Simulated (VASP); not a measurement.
A run of VASP 6.6.1 is set up as follows.

The input POSCAR:

```
SiO2
1.0
    4.9820000000      0.0000000000      0.0000000000
    0.0000000000      4.9820000000      0.0000000000
    0.0000000000      0.0000000000      6.9630000000
Si O
4 8
Direct
    0.7989700000      0.2010300000      0.7500000000
    0.7010300000      0.7010300000      0.5000000000
    0.2010300000      0.7989700000      0.2500000000
    0.2989700000      0.2989700000      0.0000000000
    0.1034700000      0.2398900000      0.8218700000
    0.2601100000      0.6034700000      0.0718700000
    0.8965300000      0.7601100000      0.3218700000
    0.7398900000      0.3965300000      0.5718700000
    0.6034700000      0.2601100000      0.9281300000
    0.7601100000      0.8965300000      0.6781300000
    0.3965300000      0.7398900000      0.4281300000
    0.2398900000      0.1034700000      0.1781300000
```

Contents of INCAR.step1:

```
ALGO     = Normal         # electronic algorithm
EDIFF    = 1E-6           # SCF threshold, eV
EFERMI   = MIDGAP       
ENCUT    = 460            # plane-wave cutoff, eV
GGA      = PE             # functional
GGA_COMPAT= F            
ISMEAR   = 0              # smearing method
KPAR     = 8            
LASPH    = T              # aspherical terms in the spheres
LCHARG   = T              # write CHGCAR
LREAL    = F              # projectors in reciprocal space
LWAVE    = F              # write WAVECAR
NBANDS   = 68             # bands
NELM     = 120            # most SCF steps
PREC     = Accurate       # precision mode
SIGMA    = 0.03           # smearing width, eV
```

The input KPOINTS.step1:

```
k-points
0
Gamma
  5 5 4
```

The input INCAR.step2:

```
ALGO     = Normal         # electronic algorithm
EDIFF    = 1E-6           # SCF threshold, eV
EFERMI   = MIDGAP       
EMAX     = 10.9674      
EMIN     = -14.0326     
ENCUT    = 460            # plane-wave cutoff, eV
GGA      = PE             # functional
GGA_COMPAT= F            
ICHARG   = 11             # starting density
ISMEAR   = -5             # smearing method
KPAR     = 8            
LASPH    = T              # aspherical terms in the spheres
LCHARG   = F              # write CHGCAR
LORBIT   = 11             # projections on sites
LREAL    = F              # projectors in reciprocal space
LWAVE    = F              # write WAVECAR
NBANDS   = 68             # bands
NEDOS    = 2001           # points of the DOS
NELM     = 120            # most SCF steps
PREC     = Accurate       # precision mode
```

File KPOINTS.step2:

```
Automatic mesh
0
Gamma
  8 8 6
  0 0 0
```

Potentials or basis: VASP PAW PBE potentials, release 64 (Si, O).

Run with:

```bash
$ cat potpaw_PBE.64/Si/POTCAR potpaw_PBE.64/O/POTCAR > POTCAR
$ cp INCAR.step1 INCAR
$ cp KPOINTS.step1 KPOINTS
$ mpirun -np 8 vasp_std > vasp.out
$ cp INCAR.step2 INCAR
$ cp KPOINTS.step2 KPOINTS
$ mpirun -np 8 vasp_std > vasp.out
```

(1) Predict the band gap on the k mesh.

## Answers

(1) 5.76 eV.
